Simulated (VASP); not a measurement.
Write the native input for VASP 6.6.1 that does the following.

```yaml
Task: single point
Functional: BLYP
Potentials_or_basis: VASP PAW PBE potentials, release 64 (Sc_sv)
Cutoff: 520 eV
k_mesh: 13 × 13 × 13
Occupations: fermi-dirac, width 0.1 eV
Spin: no spin polarisation
Dipole_correction: no
Further_INCAR_settings: ALGO = Normal; EDIFF = 1e-07; NBANDS = 12
```

The structure of Sc lies in POSCAR:

```
Sc
1.0
    0.0000000000      2.3230155675      2.3230155675
    2.3230155675      0.0000000000      2.3230155675
    2.3230155675      2.3230155675      0.0000000000
Sc
1
Direct
    0.0000000000      0.0000000000      0.0000000000
```

This isn't the form of Sc at room conditions, which is hcp.

One way to write it, as run:

INCAR

```
AGGAC = 1.0
AGGAX = 1.0
ALDAC = 0.0
ALDAX = 1.0
ALGO = Normal
EDIFF = 1E-7
ENCUT = 520
GGA = B5
ISIF = 2
ISMEAR = -1
LASPH = True
LCHARG = False
LREAL = False
LWAVE = False
NBANDS = 12
NELM = 60
PREC = Accurate
SIGMA = 0.1
```

KPOINTS

```
k-points
0
Gamma
  13 13 13
```

Potentials or basis: VASP PAW PBE potentials, release 64 (Sc_sv).

The run is started by

```bash
$ cat potpaw_PBE.64/Sc_sv/POTCAR > POTCAR
$ mpirun -np 1 vasp_std > vasp.out
```

Results of the run:

```yaml
Pressure: 0.0 GPa
Band_gap_on_the_k_mesh: zero (an odd number of electrons rules out a gap without spin polarisation)
```

Caveat: the PAW data sets were made with another functional, which shifts forces and pressure a little.

It took 23 s on 1 thread of AMD EPYC 7R13 Processor (Zen 3), on a shared host, peak memory 0.12 GiB.
